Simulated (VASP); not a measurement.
# Ti (I4/mmm) in VASP: further runs, part 2 of 2

VASP 6.6.1.

## 3. Single point, LDA (zz strain of -2 %)

The input, INCAR:

```
PREC = Accurate
ENCUT = 520
EDIFF = 1E-7
ISMEAR = -1
SIGMA = 0.05
LREAL = False
LASPH = True
NELM = 100
ALGO = Normal
ISIF = 2
LWAVE = False
LCHARG = False
NBANDS = 12
```

The input, KPOINTS:

```
Automatic mesh
0
Gamma
  15 15 15
```

The input, POSCAR:

```
Ti
1.0
    0.0000000000      2.0300000000      1.9894000000
    2.0300000000      0.0000000000      1.9894000000
    2.0300000000      2.0300000000      0.0000000000
Ti
1
Direct
    0.0000000000      0.0000000000      0.0000000000
```

Potentials or basis: VASP PAW LDA potentials, release 64 (Ti_sv).

On the command line:

```console
cat potpaw_LDA.64/Ti_sv/POTCAR > POTCAR
mpirun -np 1 vasp_std > vasp.out
```

OUTCAR:

```text
PREC = Accurate
   ENCUT = 520
   EDIFF = 1E-7
   ISMEAR = -1
   LREAL = False
   LASPH = True
   NELM = 100
   ISIF = 2

 ion  position               nearest neighbor table
   1  0.000  0.000  0.000-

  LATTYP: Found a body centered tetragonal cell.
 ALAT       =     2.8708535316
 C/A-ratio  =     1.3859292911

  Lattice vectors:

 A1 = (   0.0000000000,  -2.0300000000,  -1.9894000000)
 A2 = (   0.0000000000,   2.0300000000,  -1.9894000000)
 A3 = (   2.0300000000,   0.0000000000,   1.9894000000)

Analysis of symmetry for initial positions (statically):
=====================================================================
 Subroutine PRICEL returns:
 Original cell was already a primitive cell.

 Routine SETGRP: Setting up the symmetry group for a
 body centered tetragonal supercell.

 Subroutine GETGRP returns: Found 16 space group operations
 (whereof 16 operations were pure point group operations)
 out of a pool of 16 trial point group operations.

The static configuration has the point symmetry D_4h.

Analysis of symmetry for dynamics (positions and initial velocities):
[... 167 lines left out ...]
      2     -23.4776      2.00000
      3     -23.4776      2.00000
      4     -23.4716      2.00000
      5       2.4629      2.00000
      6       9.4308      0.00000
      7       9.4308      0.00000
      8       9.5976      0.00000
      9      11.1218      0.00000
     10      11.3195      0.00000
     11      24.2808      0.00000
     12      28.7804      0.00000
[... 331 lines left out ...]
 k-point    24 :       0.2000    0.1333    0.0000
  band No.  band energies     occupation
      1     -47.2633      2.00000
      2     -23.7145      2.00000
      3     -23.5553      2.00000
      4     -23.5449      2.00000
      5       3.7706      2.00000
      6       8.6955      0.31962
      7       9.9468      0.00000
      8       9.9718      0.00000
      9      10.6049      0.00000
     10      11.4230      0.00000
     11      24.9017      0.00000
     12      25.6370      0.00000

 [... further k-points ...]

------------------------ aborting loop because EDIFF is reached ----------------------------------------

  FORCE on cell =-STRESS in cart. coord.  units (eV):
  Direction    XX          YY          ZZ          XY          YZ          ZX
  --------------------------------------------------------------------------------------
  -------------------------------------------------------------------------------------
  Total       -0.3137036     -0.3137036     -0.2297598      0.0000000      0.0000000     -0.0000000
  in kB      -30.6539146    -30.6539146    -22.4512474      0.0000000      0.0000000     -0.0000000
  external PRESSURE =     -27.9196922 kB  Pullay stress =       0.0000000 kB

 VOLUME and BASIS-vectors are now :
 -----------------------------------------------------------------------------
  energy-cutoff  :      520.00
  volume of cell :       16.40
      direct lattice vectors                 reciprocal lattice vectors
     0.000000000  2.030000000  1.989400000    -0.246305419  0.246305419  0.251332060
     2.030000000  0.000000000  1.989400000     0.246305419 -0.246305419  0.251332060
     2.030000000  2.030000000  0.000000000     0.246305419  0.246305419 -0.251332060

 POSITION                                       TOTAL-FORCE (eV/Angst)
 -----------------------------------------------------------------------------------
      0.00000      0.00000      0.00000         0.000000      0.000000      0.000000
 -----------------------------------------------------------------------------------
    total drift:                               -0.000000      0.000000      0.000000

  FREE ENERGIE OF THE ION-ELECTRON SYSTEM (eV)
  ---------------------------------------------------
  free  energy   TOTEN  =        -8.5015412648 eV

  energy  without entropy=       -8.4872070877  energy(sigma->0) =       -8.49437418
```

OSZICAR:

```text
N       E                     dE             d eps       ncg     rms          rms(c)
DAV:   1     0.844557477388E+02    0.84456E+02   -0.65399E+03  6940   0.121E+03
DAV:   2    -0.532630017559E+01   -0.89782E+02   -0.87307E+02  7040   0.293E+02
DAV:   3    -0.936835524794E+01   -0.40421E+01   -0.39998E+01  9428   0.638E+01
DAV:   4    -0.946597063021E+01   -0.97615E-01   -0.97530E-01  7892   0.855E+00
DAV:   5    -0.946843727280E+01   -0.24666E-02   -0.24666E-02  8308   0.120E+00    0.861E+00
DAV:   6    -0.850976685223E+01    0.95867E+00   -0.19776E+00  7568   0.207E+01    0.230E+00
DAV:   7    -0.849337276497E+01    0.16394E-01   -0.95913E-02  8488   0.335E+00    0.129E+00
DAV:   8    -0.850121927679E+01   -0.78465E-02   -0.41391E-02  7132   0.263E+00    0.166E-01
DAV:   9    -0.850150836261E+01   -0.28909E-03   -0.32372E-03  8740   0.652E-01    0.830E-02
DAV:  10    -0.850155429227E+01   -0.45930E-04   -0.31751E-04  7412   0.211E-01    0.125E-02
DAV:  11    -0.850154229969E+01    0.11993E-04   -0.20661E-05  8312   0.642E-02    0.117E-02
DAV:  12    -0.850154124218E+01    0.10575E-05   -0.36642E-06  7520   0.242E-02    0.145E-03
DAV:  13    -0.850154126482E+01   -0.22635E-07   -0.94608E-08  6708   0.331E-03
   1 F= -.85015413E+01 E0= -.84943742E+01  d E =-.143342E-01
```

stdout:

```text
POSCAR found type information on POSCAR Ti
 POSCAR found :  1 types and       1 ions
 scaLAPACK will be used
 LDA part: xc-table for (Slater(with rela. corr.)+CA(PZ))
 , standard interpolation
 POSCAR, INCAR and KPOINTS ok, starting setup
 FFT: planning ... GRIDC
 FFT: planning ... GRID_SOFT
 FFT: planning ... GRID
 WAVECAR not read
 entering main loop
```

Wall time 70 s (1 thread of Intel Xeon 8259CL, shared host); peak memory 0.17 GiB.

Results:

```
Free energy            : -8.5015 eV
Pressure               : -2.8 GPa
Band gap on the k mesh : zero (bands 6 and 7 overlap by 1.15 eV)
```

Stress tensor (GPa, compression positive):
```
-3.07  0.00  0.00
 0.00 -3.07  0.00
 0.00  0.00 -2.25
```

Caveat: the cell differs from its parent crystal (zz strain of -2 %).

## 4. Single point, LDA (equal xx and yy strain of -1 %)

The input, INCAR:

```
SYSTEM = Ti
ALGO = Normal
EDIFF = 1E-6
ENCUT = 520
ISIF = 2
ISMEAR = -1
LASPH = .TRUE.
LCHARG = .FALSE.
LREAL = .FALSE.
LWAVE = .FALSE.
NBANDS = 12
NELM = 60
PREC = Accurate
SIGMA = 0.05
```

The input, KPOINTS:

```
k-points
0
G
  15 15 15
  0 0 0
```

The input, POSCAR:

```
Ti
1.0
    0.0000000000      2.0097000000      2.0300000000
    2.0097000000      0.0000000000      2.0300000000
    2.0097000000      2.0097000000      0.0000000000
Ti
1
Direct
    0.0000000000      0.0000000000      0.0000000000
```

On the command line:

```console
cat potpaw_LDA.64/Ti_sv/POTCAR > POTCAR
mpirun -np 1 vasp_std > vasp.out
```

Wall time 62 s (1 thread of Intel Xeon 8259CL, shared host); peak memory 0.17 GiB.

The run converged. Its results:

```
Free energy            : -8.5019 eV
Pressure               : -2.8 GPa
Band gap on the k mesh : zero (bands 6 and 7 overlap by 1.14 eV)
```

Stress tensor (GPa, compression positive):
```
-2.69  0.00  0.00
 0.00 -2.69  0.00
 0.00  0.00 -3.03
```

Levels at points of the mesh, in eV from the Fermi level:
```
           k point  band 3  band 4  band 5  band 6  band 7  band 8  band 9  band 10
(0.00, 0.00, 0.00)  -32.09  -32.09   -6.15    0.81    0.90    0.90    2.56     2.66
```

Caveat: the cell differs from its parent crystal (equal xx and yy strain of -1 %).

## 5. Single point, LDA (zz strain of +1 %)

The input, INCAR:

```
PREC = Accurate
ENCUT = 520
EDIFF = 1E-7
ISMEAR = -1
SIGMA = 0.05
LREAL = False
LASPH = True
NELM = 80
ALGO = Normal
ISIF = 2
LWAVE = False
LCHARG = False
GGA = CA
NBANDS = 12
```

The input, KPOINTS:

```
regular mesh
0
Gamma
  15 15 15
```

The input, POSCAR:

```
Ti
1.0
    0.0000000000      2.0300000000      2.0503000000
    2.0300000000      0.0000000000      2.0503000000
    2.0300000000      2.0300000000      0.0000000000
Ti
1
Direct
    0.0000000000      0.0000000000      0.0000000000
```

On the command line:

```console
cat potpaw_LDA.64/Ti_sv/POTCAR > POTCAR
mpirun -np 1 vasp_std > vasp.out
```

It took 66 s on 1 thread of Intel Xeon 8259CL, shared host; peak memory 0.17 GiB.

The run converged. Its results:

* Free energy: -8.4883 eV
* Pressure: -6.0 GPa
* Band gap on the k mesh: zero (bands 6 and 7 overlap by 1.11 eV)

Stress tensor (GPa, compression positive):
```
-5.87  0.00  0.00
 0.00 -5.87  0.00
 0.00  0.00 -6.21
```

Levels at points of the mesh, in eV from the Fermi level:
| k point | band 3 | band 4 | band 5 | band 6 | band 7 | band 8 | band 9 | band 10 |
| --- | --- | --- | --- | --- | --- | --- | --- | --- |
| (0.00, 0.00, 0.00) | -32.18 | -32.18 | -6.08 | 0.80 | 0.88 | 0.88 | 2.47 | 2.57 |

Caveat: the cell differs from its parent crystal (zz strain of +1 %); the cell stands under tension.

## 6. Single point, LDA (zz strain of +3 %)

Edit INCAR of step 5 so:

```diff
@@ -2,3 +2,3 @@
 ENCUT = 520
-EDIFF = 1E-7
+EDIFF = 1E-6
 ISMEAR = -1
@@ -7,3 +7,3 @@
 LASPH = True
-NELM = 80
+NELM = 60
 ALGO = Normal
```

KPOINTS is that of step 5.

The input, POSCAR:

```
Ti
1.0
    0.0000000000      2.0300000000      2.0909000000
    2.0300000000      0.0000000000      2.0909000000
    2.0300000000      2.0300000000      0.0000000000
Ti
1
Direct
    0.0000000000      0.0000000000      0.0000000000
```

Potentials or basis: VASP PAW LDA potentials, release 64 (Ti_sv).

On the command line:

```console
cat potpaw_LDA.64/Ti_sv/POTCAR > POTCAR
mpirun -np 1 vasp_std > vasp.out
```

It took 56 s on 1 thread of Intel Xeon 8259CL, shared host; peak memory 0.17 GiB.

The run converged. Its results:

- Free energy: -8.4731 eV
- Pressure: -7.9 GPa
- Band gap on the k mesh: zero (bands 6 and 7 overlap by 1.13 eV)

Stress tensor (GPa, compression positive):
```
-7.60  0.00  0.00
 0.00 -7.60  0.00
 0.00  0.00 -8.47
```

Levels at points of the mesh, in eV from the Fermi level:
| k point | band 4 | band 5 | band 6 | band 7 | band 8 | band 9 |
| --- | --- | --- | --- | --- | --- | --- |
| (0.00, 0.00, 0.00) | -32.22 | -6.03 | 0.69 | 0.93 | 0.93 | 2.33 |

Caveat: the cell differs from its parent crystal (zz strain of +3 %); the cell stands under tension.

## 7. The runs side by side

| cell | gap on the mesh (eV) | pressure (GPa) |
| --- | --- | --- |
| a = 2.842, b = 2.842, c = 2.813 Å, angles 60.3, 60.3, 59.3°, 1 atom | none | -0.5 |
| a = 2.842, b = 2.842, c = 2.871 Å, angles 59.7, 59.7, 60.7°, 1 atom | none | -2.8 |
| a = 2.857, b = 2.857, c = 2.842 Å, angles 60.2, 60.2, 59.7°, 1 atom | none | -2.8 |
| a = 2.885, b = 2.885, c = 2.871 Å, angles 60.2, 60.2, 59.7°, 1 atom | none | -6.0 |
| a = 2.914, b = 2.914, c = 2.871 Å, angles 60.5, 60.5, 59.0°, 1 atom | none | -7.9 |

Alike in all rows: task single point; level LDA; potentials or basis VASP PAW LDA potentials, release 64 (Ti_sv); no spin polarisation; k mesh 15 × 15 × 15; cutoff (eV) 520; smearing fermi-dirac 0.05 eV.

Caveats: the cell stands under tension (at least some runs).

Total energies depend on the potentials used, so only differences within one code and one set of settings carry meaning.
